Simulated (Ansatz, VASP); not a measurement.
SrO, level by level in two programs

```
Sr O
1.0
     3.62298    0.00000    0.00000
    -1.81149    3.13759    0.00000
     0.00000    0.00000    6.33924
Sr O
2 2
Direct
  0.66667 0.33333 0.75000
  0.33333 0.66667 0.25000
  0.00000 0.00000 0.50000
  0.00000 0.00000 0.00000
```

Single points on this cell with VASP 6.6.1 and Ansatz 0.2.0. Each row is one pair of runs. Alike in all rows: spin: off; k mesh: 9 × 9 × 5; smearing: fermi-dirac, width 0.05 eV.

```tsv
level	VASP's potentials, cutoff	Ansatz's potentials, cutoff	gap on the k mesh at the Fermi level (eV), VASP	gap on the k mesh at the Fermi level (eV), Ansatz	least direct gap on the mesh (eV), VASP	least direct gap on the mesh (eV), Ansatz	pressure (GPa), VASP	pressure (GPa), Ansatz
LDA	VASP PAW LDA potentials, release 64 (Sr_sv, O), 520 eV	Ansatz PAW, 420 eV	2.56	2.55	2.56	2.55	-8.9	-9.4
PBEsol	VASP PAW PBE potentials, release 64 (Sr_sv, O), 520 eV	Ansatz PAW, 420 eV	2.61	2.62	2.61	2.62	-6.0	-6.5
r2SCAN	VASP PAW PBE potentials, release 64 (Sr_sv, O), 520 eV	Ansatz PAW, 500 eV	3.33	3.32	3.33	3.32	-4.6	-5.0
```

Gap on the k mesh at the fermi level (eV): the two programs differ by at most 0.01; least direct gap on the mesh (eV): the two programs differ by at most 0.01; pressure (GPa): the two programs differ by at most 0.49.

Noted on Ansatz's runs: odd divisions of the mesh miss points on the zone boundary, where band edges often lie, so the gap on the mesh can be too wide.
